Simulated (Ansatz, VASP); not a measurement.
One calculation of Sb, two programs

Contents of POSCAR:

```
Sb
1.0
    3.0828068652      0.0000000000      0.0000000000
    0.0000000000      3.0828068652      0.0000000000
    0.0000000000      0.0000000000      3.0828068652
Sb
1
Direct
    0.0000000000      0.0000000000      0.0000000000
```

The input INCAR.step1:

```
PREC = Accurate ; ENCUT = 520
ISMEAR = -1 ; SIGMA = 0.1
LREAL = False ; LASPH = True
NELM = 100 ; NBANDS = 8
GGA = PE ; ALGO = Normal
EDIFF = 1E-4 ; LWAVE = True
LCHARG = False
```

Contents of INCAR.step2:

```
PREC = Accurate ; ENCUT = 520
EDIFF = 1E-6 ; ISMEAR = -1
SIGMA = 0.1 ; LREAL = False
LASPH = True ; NELM = 100
ALGO = Normal ; ISIF = 2
LWAVE = False ; LCHARG = False
METAGGA = R2SCAN ; LMIXTAU = True
NBANDS = 8 ; ISTART = 1
```

KPOINTS

```
regular mesh
0
Gamma
  12 12 12
```

Input for Ansatz:

```yaml
crystal:
  lattice:
    - [3.0828068652, 0.0, 0.0]
    - [0.0, 3.0828068652, 0.0]
    - [0.0, 0.0, 3.0828068652]
  atoms:
    - { symbol: Sb, position: [0.0, 0.0, 0.0] }
hamiltonian:
  xc: r2scan
  pseudopotentials:
    kind: paw
    azcp:
      Sb: "pseudopotentials/Sb.paw.azcp"
basis:
  ecutwfc: 500
  fft_grid_basis: typed
kpoints:
  mp_grid: { grid: [12, 12, 12], shift: [0, 0, 0] }
magnetization:
  spin_polarized: false
scf:
  occupations: { method: fermi_dirac, width: 0.1 }
  lower_state_search: "off"
output:
  stress: true
```

Alike in both runs: task single point; functional r2SCAN; k mesh 12 × 12 × 12; occupations fermi-dirac, width 0.1 eV; no spin polarisation.

|  | VASP | Ansatz |
| --- | --- | --- |
| version | VASP 6.6.1 | Ansatz 0.2.0 |
| potentials or method | VASP PAW PBE potentials, release 64 (Sb), cutoff 520 eV | plane waves (500 eV) with PAW, scalar-relativistic |
| valence electrons in the cell | 5 | 15 |

```csv
,VASP,Ansatz,Ansatz less VASP
pressure (GPa),0.3,0.3,-0.03
```

VASP's potentials were made for PBE, not for r2SCAN. With one functional, cell and mesh, what is left measures potentials, basis and numerics. VASP's potentials hold 5 valence electrons a cell and Ansatz's 15, so a difference there can come from the potentials and not from the codes.

Neither program's run includes spin-orbit coupling.
